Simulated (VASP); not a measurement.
## TiC (rocksalt type): single point with r2SCAN

Crystal: TiC (rocksalt type).

```
CELL_PARAMETERS angstrom
0.00000 1.86480 1.86480
1.86480 0.00000 1.86480
1.86480 1.86480 0.00000
ATOMIC_POSITIONS crystal
Ti 0.00000 0.00000 0.00000
C 0.50000 0.50000 0.50000
```

This cell differs from its parent crystal: volume scaled by 0.64.

* Program: VASP 6.6.1
* Task: single point
* Functional: r2SCAN
* Potentials or basis: VASP PAW PBE potentials, release 64 (Ti_sv, C)
* Cutoff: 520 eV
* k mesh: 15 × 15 × 15
* Occupations: fermi-dirac, width 0.1 eV
* Spin: no spin polarisation

```yaml
Pressure: 278.6 GPa
Band_gap_on_the_k_mesh: zero (band 8 reaches 16.49 eV, above the bottom of band 9 at 15.21 eV)
```

Levels at points of the mesh, in eV from the Fermi level:
| k point | band 4 | band 5 | band 6 | band 7 | band 8 | band 9 | band 10 | band 11 | band 12 | band 13 |
| --- | --- | --- | --- | --- | --- | --- | --- | --- | --- | --- |
| (0.00, 0.00, 0.00) | -32.28 | -15.01 | 0.70 | 0.70 | 0.70 | 2.23 | 2.23 | 2.23 | 2.65 | 2.65 |

It took 3.2 min on 1 thread of AMD EPYC 7R13, with other jobs on the host, peak memory 0.12 GiB.

Caveat: the PAW data sets were made with another functional, which shifts forces and pressure a little.
